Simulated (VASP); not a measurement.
**GaGe: single point with PBE**

Crystal: GaGe.

```
Ge Ga
1.0
     0.00000    2.89784    2.89784
     2.89784    0.00000    2.89784
     2.89784    2.89784    0.00000
Ge Ga
1 1
Direct
  0.00000 0.00000 0.00000
  0.25000 0.25000 0.25000
```

```
Program                : VASP 6.6.1
Task                   : single point
Functional             : PBE
Potentials or basis    : VASP PAW PBE potentials, release 64 (Ge_d, Ga_d)
Cutoff                 : 520 eV
k mesh                 : 8 × 8 × 8
Occupations            : gaussian, width 0.02 eV
Spin                   : no spin polarisation
Dipole correction      : no
Further INCAR settings : ALGO = Normal; EDIFF = 1e-06; NBANDS = 20
```

```json
{
 "Pressure": "0.3 GPa"
}
```

Levels at points of the mesh, in eV from the Fermi level:
| k point | band 11 | band 12 | band 13 | band 14 | band 15 | band 16 | band 17 | band 18 |
| --- | --- | --- | --- | --- | --- | --- | --- | --- |
| (0.00, 0.00, 0.00) | -10.57 | 1.65 | 1.65 | 1.65 | 2.03 | 4.33 | 4.33 | 4.33 |
| (0.50, 0.00, 0.00) | -8.61 | -5.40 | 0.35 | 0.35 | 2.03 | 5.32 | 5.32 | 8.17 |
| (0.50, 0.50, 0.00) | -7.55 | -5.84 | -1.28 | -1.28 | 2.30 | 2.40 | 10.99 | 10.99 |

Wall time 25 s on 1 thread of Intel Xeon 6975P-C, with other jobs on the host, peak memory 0.18 GiB.
